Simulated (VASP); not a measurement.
Here is a VASP 6.6.1 calculation.

The input INCAR:

```
SYSTEM = BN
PREC = Accurate
ENCUT = 520
EDIFF = 1E-6
ISMEAR = 0
SIGMA = 0.05
LREAL = .False.
LASPH = .True.
NELM = 60
ALGO = Normal
ISIF = 2
LWAVE = .False.
LCHARG = .False.
GGA = PE
IVDW = 12
NBANDS = 16
```

The input KPOINTS:

```
Automatic mesh
0
Gamma
  12 12 4
  0 0 0
```

File POSCAR:

```
BN
1.0
    2.5061233057      0.0000000000      0.0000000000
   -1.2530616528      2.1703664477      0.0000000000
    0.0000000000      0.0000000000      6.5973571420
B N
2 2
Direct
    0.1105804046      0.2211608093      0.4272435932
    0.3333333333      0.6666666667      0.0000000000
    0.0000000000      0.0000000000      0.0000000000
    0.6666666667      0.3333333333      0.5000000000
```

Potentials or basis: VASP PAW PBE potentials, release 64 (B, N).

Command:

```sh
$ cat potpaw_PBE.64/B/POTCAR potpaw_PBE.64/N/POTCAR > POTCAR
$ mpirun -np 1 vasp_std > vasp.out
```

(1) What does it give for the dispersion energy per atom?

(2) What does it give for the band gap on the k mesh?

Answers

(1) -0.145 eV.

(2) zero (band 8 reaches 5.30 eV, above the bottom of band 9 at 5.24 eV).

Caveat: the cell differs from its parent crystal (atom 1 (B) moved by +0.480 Å along [1 2 0] and -0.480 Å along [0 0 1]); forces of over 1 eV/Å act on the atoms, so gaps and moduli don't describe the material at rest.
